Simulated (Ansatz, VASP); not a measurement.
**KF in VASP and in Ansatz**

INCAR

```
  PREC = Accurate
  ENCUT = 520
  EDIFF = 1E-6
  ISMEAR = 0
  SIGMA = 0.05
  LREAL = F
  LASPH = T
  NELM = 80
  ALGO = Normal
  ISIF = 2
  LWAVE = F
  LCHARG = F
  GGA = PE
  NBANDS = 15
```

File KPOINTS:

```
regular mesh
0
Gamma
  8 8 8
```

Contents of POSCAR:

```
KF
1.0
    0.0000000000      2.7002350000      2.6735000000
    2.6467650000      0.0000000000      2.6735000000
    2.6467650000      2.7002350000      0.0000000000
K F
1 1
Direct
    0.0000000000      0.0000000000      0.0000000000
    0.5000000000      0.5000000000      0.5000000000
```

Input for Ansatz:

```yaml
crystal:
  lattice:
    - [0.0, 2.700235, 2.6735]
    - [2.646765, 0.0, 2.6735]
    - [2.646765, 2.700235, 0.0]
  atoms:
    - { symbol: K, position: [0.0, 0.0, 0.0] }
    - { symbol: F, position: [0.5, 0.5, 0.5] }
basis:
  ecutwfc: 420
kpoints:
  mp_grid: { grid: [8, 8, 8] }
hamiltonian:
  xc: pbe
scf:
  occupations: { method: gaussian, width: 0.05 }
output:
  forces: true
  stress: true
  eigenvalues: true
```

Change from the starting cell: strain -0.0100 x Voigt [1, -1, 0, 0, 0, 0], atoms carried along.

Alike in both runs: task single point; functional PBE; k mesh 8 × 8 × 8; occupations gaussian, width 0.05 eV; no spin polarisation.

```csv
,VASP,Ansatz
version,VASP 6.6.1,Ansatz 0.2.0
potentials or method,"VASP PAW PBE potentials, release 64 (K_sv, F), cutoff 520 eV","scalar-relativistic, plane waves, PAW"
valence electrons in the cell,16,16
```

|  | VASP | Ansatz | Ansatz less VASP |
| --- | --- | --- | --- |
| gap on the k mesh at the Fermi level (eV) | 6.14 | 6.16 | +0.017 |
| least direct gap on the mesh (eV) | 6.14 | 6.16 | +0.017 |
| pressure (GPa) | 1.4 | 1.3 | -0.04 |
| traceless stress, the component that is largest in VASP (GPa) | 0.60 | 0.58 | -0.023 |
